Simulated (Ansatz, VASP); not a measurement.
Two plane-wave programs on Hf

The input INCAR:

```
  PREC = Accurate
  ENCUT = 520
  EDIFF = 1E-7
  ISMEAR = 0
  SIGMA = 0.15
  LREAL = F
  LASPH = T
  NELM = 100
  ALGO = Fast
  ISIF = 2
  LWAVE = F
  LCHARG = T
  GGA = PS
  LELF = T
  LVHAR = T
  NBANDS = 17
```

The input KPOINTS:

```
regular mesh
0
Gamma
  18 18 10
```

Contents of POSCAR:

```
Hf
1.0
    3.2393000000      0.0000000000      0.0000000000
   -1.6196500000      2.8053160905      0.0000000000
    0.0000000000      0.0000000000      4.9962244915
Hf
2
Direct
    0.3333333333      0.6666666667      0.2500000000
    0.6666666667      0.3333333333      0.7500000000
```

Input for Ansatz:

```yaml
crystal:
  lattice:
    - [3.2393, 0.0, 0.0]
    - [-1.61965, 2.8053160905, 0.0]
    - [0.0, 0.0, 4.9962244915]
  atoms:
    - { symbol: Hf, position: [0.3333333333, 0.6666666667, 0.25] }
    - { symbol: Hf, position: [0.6666666667, 0.3333333333, 0.75] }
basis:
  ecutwfc: 420
kpoints:
  mp_grid: { grid: [18, 18, 10] }
hamiltonian:
  xc: pbesol
  pseudopotentials: { kind: paw }
scf:
  occupations: { method: gaussian, width: 0.15 }
output:
  forces: true
  stress: true
  eigenvalues: true
```

Alike in both runs: task single point; functional PBEsol; k mesh 18 × 18 × 10; occupations gaussian, width 0.15 eV; no spin polarisation.

|  | VASP | Ansatz |
| --- | --- | --- |
| version | VASP 6.6.1 | Ansatz 0.2.0 |
| potentials or method | VASP PAW PBE potentials, release 64 (Hf_pv), cutoff 520 eV | scalar-relativistic, plane waves, PAW |
| valence electrons in the cell | 20 | 52 |

```tsv
	VASP	Ansatz	Ansatz less VASP
gap on the k mesh at the Fermi level (eV)	none	none	-
pressure (GPa)	-5.4	-5.0	+0.37
traceless stress, the component that is largest in VASP (GPa)	1.80	1.86	+0.059
```

VASP's potentials were made for PBE, not for PBEsol. A gap of «none» marks a metal or a gap that the smearing closes. VASP's potentials hold 20 valence electrons a cell and Ansatz's 52, so a difference there can come from the potentials and not from the codes.

Neither program's run includes spin-orbit coupling.
